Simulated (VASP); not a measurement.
Set up this calculation in VASP 6.6.1, as the native input.

- Task: single point
- Functional: r2SCAN
- Potentials or basis: VASP PAW PBE potentials, release 64 (Ta_pv)
- Cutoff: 520 eV
- k mesh: 9 × 9 × 5
- Occupations: fermi-dirac, width 0.1 eV
- Spin: no spin polarisation
- Dipole correction: no
- Further INCAR settings: ALGO = Normal; EDIFF = 1e-06; NBANDS = 18

Crystal: Ta.

```xyz
2
Lattice="2.8957 0.0000 0.0000 -1.4479 2.5078 0.0000 0.0000 0.0000 5.1767" Properties=species:S:1:pos:R:3 pbc="T T T"
Ta    0.0000    1.6718    1.2942
Ta    1.4479    0.8359    3.8826
```

These files were run (other wordings do the same):

POSCAR

```
Ta
1.0
    2.8957273493      0.0000000000      0.0000000000
   -1.4478636746      2.5077734469      0.0000000000
    0.0000000000      0.0000000000      5.1767392934
Ta
2
Direct
    0.3333333333      0.6666666667      0.2500000000
    0.6666666667      0.3333333333      0.7500000000
```

INCAR.step1

```
PREC = Accurate
ENCUT = 520
ISMEAR = -1
SIGMA = 0.1
LREAL = False
LASPH = True
NELM = 60
NBANDS = 18
GGA = PE
ALGO = Normal
EDIFF = 1E-4
LWAVE = True
LCHARG = False
```

INCAR.step2

```
PREC = Accurate
ENCUT = 520
EDIFF = 1E-6
ISMEAR = -1
SIGMA = 0.1
LREAL = False
LASPH = True
NELM = 60
ALGO = Normal
ISIF = 2
LWAVE = False
LCHARG = False
METAGGA = R2SCAN
LMIXTAU = True
NBANDS = 18
ISTART = 1
```

KPOINTS

```
regular mesh
0
Gamma
  9 9 5
```

Potentials or basis: VASP PAW PBE potentials, release 64 (Ta_pv).

Command:

```console
$ cat potpaw_PBE.64/Ta_pv/POTCAR > POTCAR
$ cp INCAR.step1 INCAR
$ mpirun -np 1 vasp_std > vasp.out
$ cp INCAR.step2 INCAR
$ mpirun -np 1 vasp_std > vasp.out
```

It gave:

```
Pressure               : -2.3 GPa
Band gap on the k mesh : zero (band 11 reaches 6.29 eV, above the bottom of band 12 at 4.73 eV)
```

Caveat: the PAW data sets were made with another functional, which shifts forces and pressure a little; spin-orbit coupling is left out, which moves the levels of the heavy elements.

Wall time 70 s on 1 thread of Intel(R) Xeon(R) Platinum 8559C (Emerald Rapids), on a shared host, peak memory 0.17 GiB.
